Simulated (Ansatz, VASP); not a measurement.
Two plane-wave programs on Y

```
Y
1.0
    -1.81525    1.81525    1.81525
     1.81525   -1.81525    1.81525
     1.81525    1.81525   -1.81525
Y
1
Direct
  0.00000 0.00000 0.00000
```

Change from the starting cell: volume scaled by 0.8, PAW files.

Alike in both runs: task single point; functional LDA; k mesh 14 × 14 × 14; occupations fermi-dirac, width 0.05 eV; no spin polarisation.

```csv
,VASP,Ansatz
version,VASP 6.6.1,Ansatz 0.2.0
potentials or method,"VASP PAW LDA potentials, release 64 (Y_sv)","PAW with Ansatz's default frozen-core files, scalar-relativistic"
plane-wave cutoff (eV),520,420
valence electrons in the cell,11,11
```

VASP gave:

```
pressure (GPa) : 13.4
```

Question: Which values does Ansatz return?

Answer: Pressure (GPa): 13.7.

LDA's correlation is that of Perdew and Zunger in VASP and of Perdew and Wang (1992) in Ansatz.
